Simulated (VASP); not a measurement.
# ZnCu (Cmmm) in VASP: notebook

Runs on ZnCu. Level: PBEsol. Tasks: single point, relaxation of cell and atoms.

Program: VASP 6.6.1. These are calculated values, not measurements. Logs are shortened: lines on timing, memory, paths and dates and some standing lists are left out, and cuts for length are marked.

## Step 1: The cell of the first run

Symmetry: Cmmm, No. 65, orthorhombic system. The conventional cell has a = 3.039 Å, b = 4.050 Å, c = 4.016 Å, α = 90.00°, β = 90.00°, γ = 90.00°. Zn (site symmetry mmm) has 8 Cu at 2.52 to 2.85 Å and 6 Zn at 2.53 to 3.04 Å within 3.3 Å. Within 3.3 Å of Cu (site symmetry mmm) lie 8 Zn at 2.52 to 2.85 Å and 6 Cu at 2.53 to 3.04 Å.

## Step 2: Single point, PBEsol

Input file INCAR:

```
SYSTEM = ZnCu
PREC = Accurate
ENCUT = 520
EDIFF = 1E-6
ISMEAR = -1
SIGMA = 0.1
LREAL = .False.
LASPH = .True.
NELM = 100
ALGO = Normal
ISIF = 2
LWAVE = .False.
LCHARG = .True.
GGA = PS
LELF = .True.
LVHAR = .True.
NBANDS = 18
```

Input file KPOINTS:

```
regular mesh
0
Gamma
  8 8 5
  0 0 0
```

Input file POSCAR:

```
ZnCu
1.0
    1.5192949288     -2.0250779332      0.0000000000
    1.5192949288      2.0250779332      0.0000000000
    0.0000000000      0.0000000000      4.0159609491
Zn Cu
1 1
Direct
    0.5000000000      0.5000000000      0.5000000000
    0.0000000000      0.0000000000      0.0000000000
```

Potentials or basis: VASP PAW PBE potentials, release 64 (Zn, Cu).

Command:

```console
$ cat potpaw_PBE.64/Zn/POTCAR potpaw_PBE.64/Cu/POTCAR > POTCAR
$ mpirun -np 1 vasp_std > vasp.out
```

OUTCAR:

```text
SYSTEM = ZnCu
   PREC = Accurate
   ENCUT = 520
   EDIFF = 1E-6
   ISMEAR = -1
   LREAL = .False.
   LASPH = .True.
   NELM = 100
   ISIF = 2
   GGA = PS

 ion  position               nearest neighbor table
   1  0.500  0.500  0.500-   2 2.52   2 2.52   2 2.52   2 2.52   2 2.85   2 2.85   2 2.85   2 2.85

   2  0.000  0.000  0.000-   1 2.52   1 2.52   1 2.52   1 2.52   1 2.85   1 2.85   1 2.85   1 2.85

  LATTYP: Found a base centered orthorhombic cell.
 ALAT       =     3.0385898576
 B/A-ratio  =     1.3329063994
 C/A-ratio  =     1.3216528513

  Lattice vectors:

 A1 = (   1.5192949288,  -2.0250779332,   0.0000000000)
 A2 = (   1.5192949288,   2.0250779332,   0.0000000000)
 A3 = (   0.0000000000,   0.0000000000,   4.0159609491)

Analysis of symmetry for initial positions (statically):
=====================================================================
 Subroutine PRICEL returns:
 Original cell was already a primitive cell.

 Routine SETGRP: Setting up the symmetry group for a
 base centered orthorhombic supercell.

 Subroutine GETGRP returns: Found  8 space group operations
 (whereof  8 operations were pure point group operations)
 out of a pool of  8 trial point group operations.

The static configuration has the point symmetry D_2h.

Analysis of symmetry for dynamics (positions and initial velocities):
=====================================================================
 Subroutine PRICEL returns:
 Original cell was already a primitive cell.

 Routine SETGRP: Setting up the symmetry group for a
 base centered orthorhombic supercell.

 Subroutine GETGRP returns: Found  8 space group operations
 (whereof  8 operations were pure point group operations)
 out of a pool of  8 trial point group operations.

The dynamic configuration has the point symmetry D_2h.

 Subroutine INISYM returns: Found  8 space group operations
 (whereof  8 operations are pure point group operations),
 and found     1 'primitive' translations

----------------------------------------------------------------------------------------

                                     Primitive cell

  volume of cell :      24.7117

  direct lattice vectors                    reciprocal lattice vectors
     1.519294929 -2.025077933  0.000000000     0.329100026 -0.246904078  0.000000000
     1.519294929  2.025077933  0.000000000     0.329100026  0.246904078  0.000000000
     0.000000000  0.000000000  4.015960949     0.000000000  0.000000000  0.249006405

  length of vectors
     2.531639334  2.531639334  4.015960949     0.411422472  0.411422472  0.249006405

  position of ions in fractional coordinates (direct lattice)
     0.500000000  0.500000000  0.500000000
     0.000000000  0.000000000  0.000000000

  ion indices of the primitive-cell ions
   primitive index   ion index
                 1           1
                 2           2

----------------------------------------------------------------------------------------

 KPOINTS: regular mesh

Automatic generation of k-mesh.
 Grid dimensions read from file:
 generate k-points for:    8    8    5

 Generating k-lattice:

  Cartesian coordinates                     Fractional coordinates (reciprocal lattice)
     0.041137503 -0.030863010  0.000000000     0.125000000  0.000000000  0.000000000
     0.041137503  0.030863010  0.000000000     0.000000000  0.125000000  0.000000000
     0.000000000  0.000000000  0.049801281     0.000000000  0.000000000  0.200000000

  Length of vectors
     0.051427809  0.051427809  0.049801281

  Shift w.r.t. Gamma in fractional coordinates (k-lattice)
     0.000000000  0.000000000  0.000000000

 Subroutine IBZKPT returns following result:
 ===========================================

 Found     63 irreducible k-points:

 Following reciprocal coordinates:
            Coordinates               Weight
  0.000000  0.000000  0.000000      1.000000
  0.125000  0.000000  0.000000      4.000000
  0.250000  0.000000  0.000000      4.000000
  0.375000  0.000000  0.000000      4.000000
  0.500000  0.000000  0.000000      2.000000
  0.125000  0.125000  0.000000      2.000000
[... 16 lines left out ...]
  0.125000  0.000000  0.200000      8.000000
  0.250000  0.000000  0.200000      8.000000
 [... further k-points ...]
   k-points           NKPTS =     63   k-points in BZ     NKDIM =     63   number of bands    NBANDS=     18
   number of dos      NEDOS =    301   number of ions     NIONS =      2
   total plane-waves  NPLWV =  12000
   dimension x,y,z NGX =    20 NGY =   20 NGZ =   30
   dimension x,y,z NGXF=    40 NGYF=   40 NGZF=   60
   ions per type =               1   1
   NGX,Y,Z   is equivalent  to a cutoff of  13.13, 13.13, 12.42 a.u.
   NGXF,Y,Z  is equivalent  to a cutoff of  26.27, 26.27, 24.84 a.u.
 SYSTEM =  ZnCu
   PREC   = accura    normal or accurate (medium, high low for compatibility)
   ISTART =      0    job   : 0-new  1-cont  2-samecut
   ICHARG =      2    charge: 1-file 2-atom 10-const
   ISPIN  =      1    spin polarized calculation?
   LNONCOLLINEAR =      F non collinear calculations
   LSORBIT =      F    spin-orbit coupling
   LASPH  =      T    aspherical Exc in radial PAW
   ENCUT  =  520.0 eV  38.22 Ry    6.18 a.u.   4.71  4.71  7.47*2*pi/ulx,y,z
   NELM   =    100;   NELMIN=  2; NELMDL= -5     # of ELM steps
   EDIFF  = 0.1E-05   stopping-criterion for ELM
   LREAL  =      F    real-space projection
   EDIFFG = 0.1E-04   stopping-criterion for IOM
   NSW    =      0    number of steps for IOM
   IBRION =     -1    ionic relax: 0-MD 1-quasi-New 2-CG
   NFREE  =      0    steps in history (QN), initial steepest desc. (CG)
   ISIF   =      2    stress and relaxation
   ISYM   =      2    0-nonsym 1-usesym 2-fastsym
   POTIM  = 0.5000    time-step for ionic-motion
   TEBEG  =    0.0;   TEEND  =   0.0 temperature during run
   PSTRESS=    0.0 pullay stress
   NELECT =      23.0000    total number of electrons
   NUPDOWN=      -1.0000    fix difference up-down
   EMIN   =  10.00;   EMAX   =-10.00  energy-range for DOS
   EFERMI =   0.00;   METHOD = LEGACY
   ISMEAR =    -1;   SIGMA  =   0.10  broadening in eV -4-tet -1-fermi 0-gaus
   EFERMI_NEDOS =   21; number of points for ismear=-14 and -15
   IALGO  =     38    algorithm
   IMIX   =      4    mixing-type and parameters
     AMIX     =   0.40;   BMIX     =  1.00
     AMIX_MAG =   1.60;   BMIX_MAG =  1.00
  volume/ion in A,a.u.               =      12.36        83.38
  Fermi-wavevector in a.u.,A,eV,Ry     =   1.598391  3.020521 34.760893  2.554854
  Thomas-Fermi vector in A             =   2.695848
   LORBIT       =      0    0 simple, 1 ext, 2 COOP (PROOUT), +10 PAW based schemes
   GGA     = PS    functional components
   LHFCALC =     F    Hartree Fock is set to
   AEXX    =    0.0000 exact exchange contribution
   IVDW    =     0    specifies the selected vdW correction
   LEPSILON=     F    determine dielectric tensor
   LRPA    =     F    only Hartree local field effects (RPA)
 non-spin polarized calculation
  energy-cutoff  :      520.00
  volume of cell :       24.71
 maximum number of plane-waves:       677
   NGX =  9   NGY =  9   NGZ = 15

 number of electron      23.0000003 magnetization

 Free energy of the ion-electron system (eV)
  ---------------------------------------------------
  ext. energy  EPLUGINS =         0.00000000
  ---------------------------------------------------
  free energy    TOTEN  =        -6.04273693 eV

  energy without entropy =       -6.03242078  energy(sigma->0) =       -6.03757885

 E-fermi :   5.8605     XC(G=0): -12.7525

 val. band max:        5.7306920934   @ k =   0.3750   0.3750   0.0000
 cond. band min:       5.9810013536   @ k =   0.3750   0.0000   0.2000
 fundamental gap:      0.2503092602
 Fermi energy:         5.8604724493

 k-point     1 :       0.0000    0.0000    0.0000
  band No.  band energies     occupation
      1      -5.0202      2.00000
      2      -2.5519      2.00000
      3      -2.5007      2.00000
      4      -1.6359      2.00000
      5      -1.4923      2.00000
      6      -1.3883      2.00000
[... 10 lines left out ...]
     17      26.2505      0.00000
     18      28.6379      0.00000

 k-point     2 :       0.1250    0.0000    0.0000
  band No.  band energies     occupation
      1      -4.6056      2.00000
      2      -2.4927      2.00000
      3      -2.3958      2.00000
      4      -1.7160      2.00000
      5      -1.5088      2.00000
      6      -1.4389      2.00000
[... 10 lines left out ...]
     17      25.3979      0.00000
     18      25.8215      0.00000

 k-point     3 :       0.2500    0.0000    0.0000
  band No.  band energies     occupation
      1      -3.4749      2.00000
      2      -2.3989      2.00000
      3      -2.0433      2.00000
      4      -1.9682      2.00000
      5      -1.5090      2.00000
      6      -1.4668      2.00000
[... 10 lines left out ...]
     17      20.8630      0.00000
     18      25.3524      0.00000

 k-point     4 :       0.3750    0.0000    0.0000
  band No.  band energies     occupation
      1      -2.7273      2.00000
      2      -2.2126      2.00000
      3      -1.9933      2.00000
      4      -1.4628      2.00000
      5      -1.4621      2.00000
      6      -0.9979      2.00000
[... 375 lines left out ...]
      4      -1.6080      2.00000
      5      -1.4848      2.00000
      6      -1.3904      2.00000
[... 10 lines left out ...]
     17      26.1138      0.00000
     18      26.8315      0.00000

 k-point    23 :       0.1250    0.0000    0.2000
  band No.  band energies     occupation
      1      -4.2575      2.00000
      2      -2.4701      2.00000
      3      -2.3718      2.00000
      4      -1.6941      2.00000
      5      -1.5030      2.00000
      6      -1.4422      2.00000
[... 10 lines left out ...]
     17      25.6354      0.00000
     18      26.3237      0.00000

 k-point    24 :       0.2500    0.0000    0.2000
  band No.  band energies     occupation
      1      -3.2249      2.00000
      2      -2.3851      2.00000
      3      -2.0206      2.00000
      4      -1.8889      2.00000
      5      -1.5105      2.00000
      6      -1.4697      2.00000
[... 10 lines left out ...]
     17      24.0793      0.00000
     18      24.7926      0.00000

 [... further k-points ...]
[... 5 lines left out ...]
  --------------------------------------------------------------------------------------
  -------------------------------------------------------------------------------------
  Total        0.1012678      0.1076678      0.1291066      0.0000000      0.0000000      0.0000000
  in kB        6.5656654      6.9806073      8.3705863      0.0000000      0.0000000      0.0000000
  external PRESSURE =       7.3056196 kB  Pullay stress =       0.0000000 kB

 VOLUME and BASIS-vectors are now :
 -----------------------------------------------------------------------------
  energy-cutoff  :      520.00
  volume of cell :       24.71
      direct lattice vectors                 reciprocal lattice vectors
     1.519294929 -2.025077933  0.000000000     0.329100026 -0.246904078  0.000000000
     1.519294929  2.025077933  0.000000000     0.329100026  0.246904078  0.000000000
     0.000000000  0.000000000  4.015960949     0.000000000  0.000000000  0.249006405

 POSITION                                       TOTAL-FORCE (eV/Angst)
 -----------------------------------------------------------------------------------
      1.51929      0.00000      2.00798         0.000000      0.000000      0.000000
      0.00000      0.00000      0.00000         0.000000      0.000000      0.000000
 -----------------------------------------------------------------------------------
    total drift:                                0.000000      0.000000      0.000000

  FREE ENERGIE OF THE ION-ELECTRON SYSTEM (eV)
  ---------------------------------------------------
  free  energy   TOTEN  =        -6.0427369315 eV

  energy  without entropy=       -6.0324207750  energy(sigma->0) =       -6.03757885
```

Wall time 45 s (1 thread of AMD EPYC 7R13, shared host); peak memory 0.12 GiB.

What came out:

* Free energy: -6.0427 eV
* Pressure: 0.7 GPa

Caveat: the PAW data sets were made with another functional, which shifts forces and pressure a little.

## Step 3: Relaxation of cell and atoms, PBEsol

This run uses another cell than the first one, of 13.07 Å³/atom, 1.058 times its volume.

Input file INCAR:

```
SYSTEM = ZnCu
PREC     = Accurate       ! precision mode
ENCUT    = 600            ! plane-wave cutoff, eV
EDIFF    = 1E-6           ! SCF threshold, eV
ISMEAR   = -1             ! smearing method
SIGMA    = 0.1            ! smearing width, eV
LREAL    = .False.        ! projectors in reciprocal space
LASPH    = .True.         ! aspherical terms in the spheres
NELM     = 80             ! most SCF steps
ALGO     = Normal         ! electronic algorithm
ISIF     = 3              ! what is computed and relaxed
LWAVE    = .False.        ! write WAVECAR
LCHARG   = .False.        ! write CHGCAR
GGA      = PS             ! functional
IBRION   = 2              ! ionic algorithm
NSW      = 80             ! ionic steps
EDIFFG   = -0.01          ! ionic threshold
```

KPOINTS is that of step 2.

Input file POSCAR:

```
ZnCu
1.0
    1.4880390000     -2.1212790000      0.0000000000
    1.4880390000      2.1212790000      0.0000000000
    0.0000000000      0.0000000000      4.1407460000
Zn Cu
1 1
Direct
    0.5000000000      0.5000000000      0.5000000000
    0.0000000000      0.0000000000      0.0000000000
```

Potentials or basis: VASP PAW PBE potentials, release 64 (Zn, Cu).

Command:

```console
$ cat potpaw_PBE.64/Zn/POTCAR potpaw_PBE.64/Cu/POTCAR > POTCAR
$ mpirun -np 1 vasp_std > vasp.out
```

Run time: 7.2 min. Hardware: 1 thread of AMD EPYC 7R13, shared host; peak memory 0.15 GiB.

It converged, with:

* Free energy: -6.0436 eV
* Relaxed volume: 12.43 Å³/atom
* Relaxed cell: a = 2.536 Å, b = 2.536 Å, c = 4.036 Å, α = 90.00°, β = 90.00°, γ = 106.67°
* Space group after relaxing (to 0.05 Å): Cmmm (No. 65)
* Energy gained by relaxing: 17.5 meV/atom
* Ionic steps: 12
* Pressure after relaxing: -0.1 GPa

Stress tensor (GPa, compression positive):
```
 0.03  0.00  0.00
 0.00 -0.12  0.00
 0.00  0.00 -0.12
```

The path:
```csv
step,energy change (eV),largest force (eV/Å),pressure (GPa),volume (Å³)
1,0.0000,0.0000,-5.90,26.14
2,-0.0270,0.0000,2.89,24.36
3,-0.0299,0.0000,0.44,24.76
4,-0.0325,0.0000,0.22,24.80
5,-0.0337,0.0000,0.06,24.83
6,-0.0338,0.0000,-0.08,24.84
7,-0.0346,0.0000,0.21,24.82
8,-0.0349,0.0000,0.30,24.81
9,-0.0348,0.0000,-0.43,24.92
10,-0.0349,0.0000,-0.10,24.86
11,-0.0349,0.0000,-0.14,24.87
12,-0.0350,0.0000,-0.07,24.86
```

Final structure:
```xyz
2
Lattice="1.5141 -2.0340 0.0000 1.5141 2.0340 0.0000 0.0000 0.0000 4.0365" Properties=species:S:1:pos:R:3 pbc="T T T"
Zn    1.5141    0.0000    2.0182
Cu    0.0000    0.0000    0.0000
```

Levels at points of the mesh, in eV from the Fermi level:
```csv
k point,band 7,band 8,band 9,band 10,band 11,band 12,band 13,band 14,band 15
"(0.00, 0.00, 0.00)",-4.34,-3.96,-2.74,-2.63,-2.63,-1.86,2.33,13.77,14.44
"(0.50, 0.00, 0.00)",-4.32,-4.08,-3.24,-2.76,-2.58,-0.97,6.54,6.62,6.76
"(0.50, 0.50, 0.00)",-3.57,-3.12,-3.05,-2.05,-2.01,2.08,4.76,6.75,6.95
```

Caveat: the PAW data sets were made with another functional, which shifts forces and pressure a little.
